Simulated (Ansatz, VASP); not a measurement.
Two plane-wave programs on B

```xyz
2
Lattice="1.6435 0.0000 0.0000 -0.8217 1.4233 0.0000 0.0000 0.0000 8.7767" Properties=species:S:1:pos:R:3 pbc="T T T"
B     0.0000    0.9489    2.1942
B     0.8217    0.4744    6.5825
```

Alike in both runs: task single point; functional PBE; k mesh 34 × 34 × 6; occupations fermi-dirac, width 0.1 eV; no spin polarisation.

|  | VASP | Ansatz |
| --- | --- | --- |
| version | VASP 6.6.1 | Ansatz 0.2.0 |
| potentials or method | VASP PAW PBE potentials, release 64 (B), cutoff 520 eV | plane waves (420 eV) with PAW, scalar-relativistic |
| valence electrons in the cell | 6 | 6 |

Ansatz gave:

| Property | Result |
| --- | --- |
| pressure (GPa) | 21.9 |
| traceless stress, the component that is largest in VASP (GPa) | -21.96 |

Task: What did VASP give for the same quantities?

Result: Pressure (GPa): 21.9; traceless stress, the component that is largest in VASP (GPa): -22.05.
